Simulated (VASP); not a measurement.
# AlRu (Pm-3m) in VASP: vibrations by perturbation theory with LDA

Aim: the vibrations by perturbation theory of AlRu with LDA.

Program: VASP 6.6.1. These are calculated values, not measurements. Logs are shortened: lines on timing, memory, paths and dates and some standing lists are left out, and cuts for length are marked.

## Step 1: The cell of the first run

It takes space group Pm-3m (No. 221, cubic). Conventional cell: a = 2.974 Å, b = 2.974 Å, c = 2.974 Å, α = 90.00°, β = 90.00°, γ = 90.00°. Within 3.4 Å of Al (site symmetry m-3m) lie 8 Ru at 2.58 Å and 6 Al at 2.97 Å. Ru (site symmetry m-3m) has 8 Al at 2.58 Å and 6 Ru at 2.97 Å within 3.4 Å.

## Step 2: Vibrations by perturbation theory, LDA (volume scaled by 1.020)

INCAR reads:

```
SYSTEM = AlRu
PREC = Accurate ; ENCUT = 520
EDIFF = 1E-8 ; ISMEAR = -1
SIGMA = 0.08 ; LREAL = .FALSE.
LASPH = .TRUE. ; NELM = 80
ALGO = Normal ; ISIF = 2
LWAVE = .FALSE. ; LCHARG = .FALSE.
NBANDS = 16 ; IBRION = 8
NSW = 1
```

KPOINTS reads:

```
regular mesh
0
G
  14 14 14
  0 0 0
```

POSCAR reads:

```
AlRu
1.0
    2.9739296469      0.0000000000      0.0000000000
    0.0000000000      2.9739296469      0.0000000000
    0.0000000000      0.0000000000      2.9739296469
Al Ru
1 1
Direct
    0.0000000000      0.0000000000      0.0000000000
    0.5000000000      0.5000000000      0.5000000000
```

Potentials or basis: VASP PAW LDA potentials, release 64 (Al, Ru_pv).

On the command line:

```bash
cat potpaw_LDA.64/Al/POTCAR potpaw_LDA.64/Ru_pv/POTCAR > POTCAR
mpirun -np 1 vasp_std > vasp.out
```

OUTCAR:

```text
SYSTEM = AlRu
   PREC = Accurate
   ENCUT = 520
   EDIFF = 1E-8
   ISMEAR = -1
   LREAL = .FALSE.
   LASPH = .TRUE.
   NELM = 80
   ISIF = 2
   IBRION = 8
   NSW = 1

 ion  position               nearest neighbor table
   1  0.000  0.000  0.000-   2 2.58   2 2.58   2 2.58   2 2.58   2 2.58   2 2.58   2 2.58   2 2.58

   2  0.500  0.500  0.500-   1 2.58   1 2.58   1 2.58   1 2.58   1 2.58   1 2.58   1 2.58   1 2.58

  LATTYP: Found a simple cubic cell.
 ALAT       =     2.9739296469

  Lattice vectors:

 A1 = (   2.9739296469,   0.0000000000,   0.0000000000)
 A2 = (   0.0000000000,   2.9739296469,   0.0000000000)
 A3 = (   0.0000000000,   0.0000000000,   2.9739296469)

Analysis of symmetry for initial positions (statically):
=====================================================================
 Subroutine PRICEL returns:
 Original cell was already a primitive cell.

 Routine SETGRP: Setting up the symmetry group for a
 simple cubic supercell.

 Subroutine GETGRP returns: Found 48 space group operations
 (whereof 48 operations were pure point group operations)
 out of a pool of 48 trial point group operations.

The static configuration has the point symmetry O_h .

Analysis of symmetry for dynamics (positions and initial velocities):
=====================================================================
 Subroutine PRICEL returns:
 Original cell was already a primitive cell.

 Routine SETGRP: Setting up the symmetry group for a
 simple cubic supercell.

 Subroutine GETGRP returns: Found 48 space group operations
 (whereof 48 operations were pure point group operations)
 out of a pool of 48 trial point group operations.

The dynamic configuration has the point symmetry O_h .

 Subroutine INISYM returns: Found 48 space group operations
 (whereof 48 operations are pure point group operations),
 and found     1 'primitive' translations

----------------------------------------------------------------------------------------

                                     Primitive cell

  volume of cell :      26.3022

  direct lattice vectors                    reciprocal lattice vectors
     2.973929647  0.000000000  0.000000000     0.336255433  0.000000000  0.000000000
     0.000000000  2.973929647  0.000000000     0.000000000  0.336255433  0.000000000
     0.000000000  0.000000000  2.973929647     0.000000000  0.000000000  0.336255433

  length of vectors
     2.973929647  2.973929647  2.973929647     0.336255433  0.336255433  0.336255433

  position of ions in fractional coordinates (direct lattice)
     0.000000000  0.000000000  0.000000000
     0.500000000  0.500000000  0.500000000

  ion indices of the primitive-cell ions
   primitive index   ion index
                 1           1
                 2           2

----------------------------------------------------------------------------------------

 KPOINTS: regular mesh

Automatic generation of k-mesh.
 Grid dimensions read from file:
 generate k-points for:   14   14   14

 Generating k-lattice:

  Cartesian coordinates                     Fractional coordinates (reciprocal lattice)
     0.024018245  0.000000000  0.000000000     0.071428571  0.000000000  0.000000000
     0.000000000  0.024018245  0.000000000     0.000000000  0.071428571  0.000000000
     0.000000000  0.000000000  0.024018245     0.000000000  0.000000000  0.071428571

  Length of vectors
     0.024018245  0.024018245  0.024018245

  Shift w.r.t. Gamma in fractional coordinates (k-lattice)
     0.000000000  0.000000000  0.000000000

[... 68 lines left out ...]
   IMIX   =      4    mixing-type and parameters
     AMIX     =   0.40;   BMIX     =  1.00
     AMIX_MAG =   1.60;   BMIX_MAG =  1.00
  volume/ion in A,a.u.               =      13.15        88.75
  Fermi-wavevector in a.u.,A,eV,Ry     =   1.415448  2.674808 27.259160  2.003492
  Thomas-Fermi vector in A             =   2.536885
   LORBIT       =      0    0 simple, 1 ext, 2 COOP (PROOUT), +10 PAW based schemes
   GGA     = CA    functional components
   LHFCALC =     F    Hartree Fock is set to
   AEXX    =    0.0000 exact exchange contribution
   IVDW    =     0    specifies the selected vdW correction
   LEPSILON=     F    determine dielectric tensor
   LRPA    =     F    only Hartree local field effects (RPA)
 non-spin polarized calculation
  energy-cutoff  :      520.00
  volume of cell :       26.30
 maximum number of plane-waves:       739
 NGX is ok and might be reduce to    24
   NGX = 11   NGY = 11   NGZ = 11

--------------------------------------- Ionic step        1  -------------------------------------------

 number of electron      16.9999996 magnetization

 Free energy of the ion-electron system (eV)
  ---------------------------------------------------
  ext. energy  EPLUGINS =         0.00000000
  ---------------------------------------------------
  free energy    TOTEN  =       -16.18982636 eV

  energy without entropy =      -16.15463373  energy(sigma->0) =      -16.17223005

 E-fermi :  10.7742     XC(G=0): -12.8843

 val. band max:       10.7731071578   @ k =   0.1429   0.0714   0.0714
 cond. band min:      10.7867188352   @ k =   0.3571   0.1429   0.0000
 fundamental gap:      0.0136116774
 Fermi energy:        10.7741526484

 k-point     1 :       0.0000    0.0000    0.0000
  band No.  band energies     occupation
      1     -30.8052      2.00000
      2     -30.8052      2.00000
      3     -30.8052      2.00000
      4       1.0034      2.00000
      5       7.0786      2.00000
      6       7.0786      2.00000
[... 433 lines left out ...]
      3     -30.7818      2.00000
      4       3.8857      2.00000
      5       6.7632      2.00000
      6       8.1424      2.00000
[... 8 lines left out ...]
     15      23.4329      0.00000
     16      25.1789      0.00000

 [... further k-points ...]
[... 5 lines left out ...]
  --------------------------------------------------------------------------------------
  -------------------------------------------------------------------------------------
  Total       -0.6316917     -0.6316917     -0.6316917      0.0000000      0.0000000     -0.0000000
  in kB      -38.4789888    -38.4789888    -38.4789888      0.0000000      0.0000000     -0.0000000
  external PRESSURE =     -38.4789888 kB  Pullay stress =       0.0000000 kB

 VOLUME and BASIS-vectors are now :
 -----------------------------------------------------------------------------
  energy-cutoff  :      520.00
  volume of cell :       26.30
      direct lattice vectors                 reciprocal lattice vectors
     2.973929647  0.000000000  0.000000000     0.336255433  0.000000000  0.000000000
     0.000000000  2.973929647  0.000000000     0.000000000  0.336255433  0.000000000
     0.000000000  0.000000000  2.973929647     0.000000000  0.000000000  0.336255433

 POSITION                                       TOTAL-FORCE (eV/Angst)
 -----------------------------------------------------------------------------------
      0.00000      0.00000      0.00000         0.000000      0.000000      0.000000
      1.48696      1.48696      1.48696         0.000000      0.000000      0.000000
 -----------------------------------------------------------------------------------
    total drift:                                0.000000     -0.000000     -0.000000

  FREE ENERGIE OF THE ION-ELECTRON SYSTEM (eV)
  ---------------------------------------------------
  free  energy   TOTEN  =       -16.1898263629 eV

  energy  without entropy=      -16.1546337285  energy(sigma->0) =      -16.17223005

[... ionic steps 2 to 3 ...]

--------------------------------------- Ionic step        4  -------------------------------------------

------------------------ aborting loop because EDIFF is reached ----------------------------------------

[... ionic steps 5 to 6 ...]

--------------------------------------- Ionic step        7  -------------------------------------------

 Free energy of the ion-electron system (eV)
  ---------------------------------------------------
  ---------------------------------------------------
  free energy    TOTEN  =        -0.64153257 eV

  energy without entropy =       -0.64153257

------------------------ aborting loop because EDIFF is reached ----------------------------------------

 INTERNAL STRAIN TENSOR  FOR ION    2  DIRECTION 1   (eV/Angst):
 -----------------------------------------------------------------------------
     0.05644 -0.00000  0.00000
     0.00000 -0.00646  0.00000
    -0.00000  0.00000 -0.00646

 INTERNAL STRAIN TENSOR FOR ION    2 for displacements in x,y,z  (eV/Angst):
          X           Y           Z          XY          YZ          ZX
  --------------------------------------------------------------------------------
  x     0.00000     0.00000     0.00000     0.00000     0.00000     0.00000
  y     0.00000     0.00000     0.00000     0.00000     0.00000     0.00000
  z     0.00000     0.00000     0.00000     0.00000     0.00000     0.00000

 SECOND DERIVATIVES (NOT SYMMETRIZED)
 ------------------------------------
               1X          1Y          1Z          2X          2Y          2Z
  1X    -7.751867    0.000000   -0.000000    7.751867   -0.000000    0.000000
  1Y     0.000000   -7.751867    0.000000   -0.000000    7.751867   -0.000000
  1Z     0.000000   -0.000000   -7.751867   -0.000000    0.000000    7.751867
  2X     7.744039   -0.000000   -0.000000   -7.744039    0.000000    0.000000
  2Y    -0.000000    7.744039    0.000000    0.000000   -7.744039   -0.000000
  2Z     0.000000    0.000000    7.744039   -0.000000   -0.000000   -7.744039

 Eigenvectors and eigenvalues of the dynamical matrix
 ----------------------------------------------------

   1 f  =    9.431028 THz    59.256894 2PiTHz  314.585221 cm-1    39.003579 meV
             X         Y         Z           dx          dy          dz
      0.000000  0.000000  0.000000     0.888517   -0.000000   -0.000000
      1.486965  1.486965  1.486965    -0.458843    0.000000    0.000000
[... 21 lines left out ...]
   6 f/i=    0.001942 THz     0.012205 2PiTHz    0.064795 cm-1     0.008034 meV
             X         Y         Z           dx          dy          dz
      0.000000  0.000000  0.000000    -0.079135    0.333416    0.305137
      1.486965  1.486965  1.486965    -0.153239    0.645636    0.590876

--------------------------------------------------------------------------------------------------------

 ELASTIC MODULI CONTR FROM IONIC RELAXATION (kBar)
 Direction    XX          YY          ZZ          XY          YZ          ZX
 --------------------------------------------------------------------------------
 XX           0.0000      0.0000      0.0000      0.0000      0.0000      0.0000
 YY           0.0000      0.0000      0.0000      0.0000      0.0000      0.0000
 ZZ           0.0000      0.0000      0.0000      0.0000      0.0000      0.0000
 XY           0.0000      0.0000      0.0000      0.0000      0.0000      0.0000
 YZ           0.0000      0.0000      0.0000      0.0000      0.0000      0.0000
 ZX           0.0000      0.0000      0.0000      0.0000      0.0000      0.0000
 --------------------------------------------------------------------------------
```

Wall time 4.8 min (1 thread of Intel Xeon Platinum 8175M at 2.50GHz (Skylake/Cascade Lake), shared host); peak memory 0.39 GiB.

Results:

```yaml
Highest_phonon_frequency_at_Γ_LO-TO_splitting_left_out: 315 cm⁻¹
```

Phonon frequencies in cm⁻¹ (negative: imaginary):
```tsv
q point	frequencies
(0.000, 0.000, 0.000)	0 0 0 315 315 315
```

Caveat: the cell wasn't relaxed at this level first, which shifts response properties.
